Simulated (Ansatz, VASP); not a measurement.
# BaTe: VASP beside Ansatz

```
Ba Te
1.0
     0.00000    3.43314    3.43314
     3.43314    0.00000    3.43314
     3.43314    3.43314    0.00000
Ba Te
1 1
Direct
  0.99854 0.99854 0.99854
  0.50000 0.50000 0.50000
```

Change from the starting cell: atom 1 moved by [-0.01, -0.01, -0.01] A.

Alike in both runs: task single point; functional LDA; k mesh 6 × 6 × 6; no spin polarisation.

|  | VASP | Ansatz |
| --- | --- | --- |
| version | VASP 6.6.1 | Ansatz 0.2.0 |
| potentials or method | VASP PAW LDA potentials, release 64 (Ba_sv, Te), cutoff 520 eV | all-electron LAPW, scalar-relativistic |
| occupations | gaussian, width 0.01 eV | fixed |

|  | VASP | Ansatz | Ansatz less VASP |
| --- | --- | --- | --- |
| gap on the k mesh at the Fermi level (eV) | 1.26 | 1.36 | +0.103 |
| pressure (GPa) | 0.5 | 0.0 | -0.45 |
| rms of the force components (eV/Å) | 0.025 | 0.024 | -0.0014 |

LDA's correlation is that of Perdew and Zunger in VASP and of Perdew and Wang (1992) in Ansatz. Atom by atom the forces differ by 0.001 eV/Å (rms over components). Ansatz ran all-electron here, and VASP with PAW potentials.

Spin-orbit coupling is off throughout.
